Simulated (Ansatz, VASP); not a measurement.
# La3Tl in VASP and in Ansatz

```
CELL_PARAMETERS angstrom
5.07681 0.00000 0.00000
0.00000 5.07681 0.00000
0.00000 0.00000 5.07681
ATOMIC_POSITIONS crystal
La 0.00000 0.50000 0.50000
La 0.50000 0.00000 0.50000
La 0.50000 0.50000 0.00000
Tl 0.00000 0.00000 0.00000
```

Change from the starting cell: volume scaled by 1.01.

Alike in both runs: task single point; functional LDA; k mesh 8 × 8 × 8; occupations fermi-dirac, width 0.08 eV; no spin polarisation.

|  | VASP | Ansatz |
| --- | --- | --- |
| version | VASP 6.6.1 | Ansatz 0.2.0 |
| potentials or method | VASP PAW LDA potentials, release 64 (La, Tl_d), cutoff 520 eV | all-electron LAPW, scalar-relativistic |

VASP gave:

```
pressure (GPa) : -4.0
```

**Question.** What did Ansatz give for the same quantities?

**Answer.** Pressure (GPa): -3.9.

LDA's correlation is that of Perdew and Zunger in VASP and of Perdew and Wang (1992) in Ansatz. Ansatz ran all-electron here, and VASP with PAW potentials.

Spin-orbit coupling is off throughout.
